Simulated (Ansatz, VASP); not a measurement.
**Two plane-wave programs on ZnS**

```
Zn S
1.0
     3.80545    0.00000    0.00000
    -1.90273    3.29562    0.00000
     0.00000    0.00000    6.24399
Zn S
2 2
Direct
  0.33333 0.66667 0.00034
  0.66667 0.33333 0.50034
  0.33333 0.66667 0.37466
  0.66667 0.33333 0.87466
```

Alike in both runs: task single point; functional r2SCAN; k mesh 12 × 12 × 4; no spin polarisation.

|  | VASP | Ansatz |
| --- | --- | --- |
| version | VASP 6.6.1 | Ansatz 0.2.0 |
| potentials or method | VASP PAW PBE potentials, release 64 (Zn, S) | plane waves, PAW |
| plane-wave cutoff (eV) | 520 | 500 |
| occupations | gaussian, width 0.01 eV | fixed |
| valence electrons in the cell | 36 | 36 |

|  | VASP | Ansatz | Ansatz less VASP |
| --- | --- | --- | --- |
| gap on the k mesh at the Fermi level (eV) | 2.79 | 2.78 | -0.010 |
| pressure (GPa) | 0.1 | 0.0 | -0.09 |

VASP's potentials were made for PBE, not for r2SCAN.
